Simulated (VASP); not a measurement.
Here is a VASP 6.6.1 calculation.

The input INCAR:

```
ALGO = Normal
EDIFF = 1E-6
ENCUT = 520
GGA = PE
ISIF = 2
ISMEAR = 0
ISPIN = 2
LASPH = True
LCHARG = True
LDAU = True
LDAUJ = 0 0
LDAUL = 2 -1
LDAUPRINT = 1
LDAUTYPE = 2
LDAUU = 4 0
LELF = True
LMAXMIX = 4
LORBIT = 11
LREAL = False
LVHAR = True
LWAVE = False
MAGMOM = 0 0 0 0
NBANDS = 28
NELM = 150
PREC = Accurate
SIGMA = 0.05
```

KPOINTS

```
k-points
0
Gamma
  6 6 6
```

POSCAR

```
CuI3
1.0
    5.4283573292      0.0000000000      0.0000000000
    0.0000000000      5.4283573292      0.0000000000
    0.0000000000      0.0000000000      5.4283573292
Cu I
1 3
Direct
    0.0000000000      0.0000000000      0.0000000000
    0.5000000000      0.0000000000      0.0000000000
    0.0000000000      0.0000000000      0.5000000000
    0.0000000000      0.5000000000      0.0000000000
```

Potentials or basis: VASP PAW PBE potentials, release 64 (Cu, I).

The run is started by

```bash
$ cat potpaw_PBE.64/Cu/POTCAR potpaw_PBE.64/I/POTCAR > POTCAR
$ mpirun -np 1 vasp_std > vasp.out
```

**Question.** Predict the net moment.

**Answer.** 0.00 μB per cell.

**Question.** Estimate the band gap on the k mesh.

**Answer.** Zero (filled and empty bands overlap).

**Question.** Estimate the pressure.

**Answer.** 0.3 GPa.

Eigenvalues of the final occupation matrices:
| site | spin | trace | eigenvalues |
| --- | --- | --- | --- |
| site 1 d | 1 | 4.67 | 0.90 0.90 0.96 0.96 0.96 |
| site 1 d | 2 | 4.67 | 0.90 0.90 0.96 0.96 0.96 |

Caveat: spin-orbit coupling is left out, which moves the levels of the heavy elements.
